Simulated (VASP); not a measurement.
Wanted: the native input for a VASP 6.6.1 run.

```
Task                   : single point
Functional             : LDA
Potentials or basis    : VASP PAW LDA potentials, release 64 (Li_sv, Se)
Cutoff                 : 750 eV
k mesh                 : 6 × 6 × 6
Occupations            : gaussian, width 0.02 eV
Spin                   : no spin polarisation
Dipole correction      : no
Further INCAR settings : ALGO = Normal; EDIFF = 1e-06; NBANDS = 13
```

The structure of Li2Se lies in POSCAR:

```
Li2Se
1.0
    0.0000000000      3.0025000000      3.0025000000
    3.0025000000      0.0000000000      3.0025000000
    3.0025000000      3.0025000000      0.0000000000
Li Se
2 1
Direct
    0.2500000000      0.2500000000      0.2500000000
    0.7500000000      0.7500000000      0.7500000000
    0.0000000000      0.0000000000      0.0000000000
```

These files were run (other wordings do the same):

INCAR

```
SYSTEM = Li2Se
PREC = Accurate
ENCUT = 750
EDIFF = 1E-6
ISMEAR = 0
SIGMA = 0.02
LREAL = .FALSE.
LASPH = .TRUE.
NELM = 120
ALGO = Normal
ISIF = 2
LWAVE = .FALSE.
LCHARG = .TRUE.
LELF = .TRUE.
LVHAR = .TRUE.
NBANDS = 13
GGA_COMPAT = .FALSE.
```

KPOINTS

```
regular mesh
0
G
  6 6 6
  0 0 0
```

Potentials or basis: VASP PAW LDA potentials, release 64 (Li_sv, Se).

Run with:

```sh
$ cat potpaw_LDA.64/Li_sv/POTCAR potpaw_LDA.64/Se/POTCAR > POTCAR
$ mpirun -np 1 vasp_std > vasp.out
```

It gave:

| Property | Result |
| --- | --- |
| Pressure | -2.6 GPa |
| Band gap on the k mesh | 2.81 eV, indirect (least direct gap 3.21 eV) |

Wall time 15 s on 1 thread of AMD EPYC 7R13 Processor (Zen 3), on a shared host, peak memory 0.16 GiB.
